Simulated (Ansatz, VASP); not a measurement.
## Al2O3: VASP beside Ansatz

File INCAR:

```
AGGAC    = 1.0          
AGGAX    = 1.0          
ALDAC    = 0.0          
ALDAX    = 1.0          
ALGO     = Normal         # electronic algorithm
EDIFF    = 1E-7           # SCF threshold, eV
ENCUT    = 520            # plane-wave cutoff, eV
GGA      = B5             # functional
ISIF     = 2              # what is computed and relaxed
ISMEAR   = -1             # smearing method
LASPH    = T              # aspherical terms in the spheres
LCHARG   = F              # write CHGCAR
LREAL    = F              # projectors in reciprocal space
LWAVE    = F              # write WAVECAR
NBANDS   = 35             # bands
NELM     = 100            # most SCF steps
PREC     = Accurate       # precision mode
SIGMA    = 0.05           # smearing width, eV
```

Contents of KPOINTS:

```
k-points
0
Gamma
  6 3 9
```

Contents of POSCAR:

```
Al2O3
1.0
    4.6137770000      0.0000000000      0.0000000000
    0.0000000000      9.5632790000      0.0000000000
    0.0000000000      0.0000000000      3.1198620000
Al O
4 6
Direct
    0.9829750000      0.8245730000      0.0000000000
    0.0170250000      0.1754270000      0.0000000000
    0.4829750000      0.6754270000      0.5000000000
    0.5170250000      0.3245730000      0.5000000000
    0.5000000000      0.5000000000      0.5000000000
    0.1236350000      0.7530500000      0.5000000000
    0.3763650000      0.2530500000      0.0000000000
    0.6236350000      0.7469500000      0.0000000000
    0.0000000000      0.0000000000      0.0000000000
    0.8763650000      0.2469500000      0.5000000000
```

File input.yaml:

```yaml
crystal:
  lattice:
    - [4.613777, 0.0, 0.0]
    - [0.0, 9.563279, 0.0]
    - [0.0, 0.0, 3.119862]
  atoms:
    - { symbol: Al, position: [0.982975, 0.824573, 0.0] }
    - { symbol: Al, position: [0.017025, 0.175427, 0.0] }
    - { symbol: Al, position: [0.482975, 0.675427, 0.5] }
    - { symbol: Al, position: [0.517025, 0.324573, 0.5] }
    - { symbol: O, position: [0.5, 0.5, 0.5] }
    - { symbol: O, position: [0.123635, 0.75305, 0.5] }
    - { symbol: O, position: [0.376365, 0.25305, 0.0] }
    - { symbol: O, position: [0.623635, 0.74695, 0.0] }
    - { symbol: O, position: [0.0, 0.0, 0.0] }
    - { symbol: O, position: [0.876365, 0.24695, 0.5] }
hamiltonian:
  xc: blyp
  pseudopotentials: { kind: paw }
kpoints:
  mp_grid: { grid: [6, 3, 9] }
  band_path:
    path:
      - [[0.0, 0.0, 0.0], [0.0, 0.0, 0.5], [0.5, 0.0, 0.5], [0.5, 0.0, 0.0], [0.0, 0.0, 0.0], [0.0, 0.5, 0.0], [0.0, 0.5, 0.5], [0.5, 0.5, 0.5], [0.5, 0.5, 0.0], [0.0, 0.5, 0.0]]
      - [[0.5, 0.0, 0.0], [0.5, 0.5, 0.0]]
      - [[0.0, 0.5, 0.5], [0.0, 0.0, 0.5]]
      - [[0.5, 0.0, 0.5], [0.5, 0.5, 0.5]]
    npoints: 10
scf:
  occupations: { method: fermi_dirac, width: 0.05 }
  n_extra_bands: 25
output:
  forces: true
  stress: true
  eigenvalues: true
  fatbands: false
  write_density: true
  write_potential: true
  elf: true
  volumetric_format: npy
```

Alike in both runs: functional BLYP; k mesh 6 × 3 × 9; occupations fermi-dirac, width 0.05 eV; no spin polarisation.

```csv
,VASP,Ansatz
version,VASP 6.6.1,Ansatz 0.2.0
potentials or method,"VASP PAW PBE potentials, release 64 (Al, O)",Ansatz PAW
plane-wave cutoff (eV),520,420
valence electrons in the cell,48,48
task,single point,band structure
```

```tsv
	VASP	Ansatz	Ansatz less VASP
gap on the k mesh at the Fermi level (eV)	3.62	3.64	+0.019
least direct gap on the mesh (eV)	3.62	3.64	+0.019
pressure (GPa)	2.0	1.5	-0.55
traceless stress, the component that is largest in VASP (GPa)	-2.97	-2.78	+0.185
rms of the force components (eV/Å)	0.084	0.080	-0.0039
```

VASP's potentials were made for PBE, not for BLYP. Atom by atom the forces differ by 0.025 eV/Å (rms over components).
